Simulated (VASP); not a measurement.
## VSi (WC type): single point with LDA

Crystal: VSi (WC type).

```
V Si
1.0
     2.57131    0.00000    0.00000
    -1.28566    2.22682    0.00000
     0.00000    0.00000    3.77202
V Si
1 1
Direct
  0.00000 0.00000 0.00000
  0.33333 0.66667 0.50000
```

```
Program                : VASP 6.6.1
Task                   : single point
Functional             : LDA
Potentials or basis    : VASP PAW LDA potentials, release 64 (V_sv, Si)
Cutoff                 : 520 eV
k mesh                 : 15 × 15 × 13
Occupations            : fermi-dirac, width 0.1 eV
Spin                   : no spin polarisation
Dipole correction      : no
Further INCAR settings : ALGO = Normal; EDIFF = 1e-07; NBANDS = 16
```

```yaml
Pressure: 39.7 GPa
```

Stress tensor (GPa, compression positive):
```
39.61  0.00  0.00
 0.00 39.61  0.00
 0.00  0.00 39.88
```

Levels at points of the mesh, in eV from the Fermi level:
```tsv
k point	band 4	band 5	band 6	band 7	band 8	band 9	band 10	band 11	band 12	band 13
(0.00, 0.00, 0.00)	-36.83	-13.95	-3.79	-3.15	0.09	0.09	1.89	1.89	5.58	11.96
```

It took 32 s on 1 thread of AMD EPYC 9R45 96-Core Processor (Zen 5), on a shared host, peak memory 0.14 GiB.
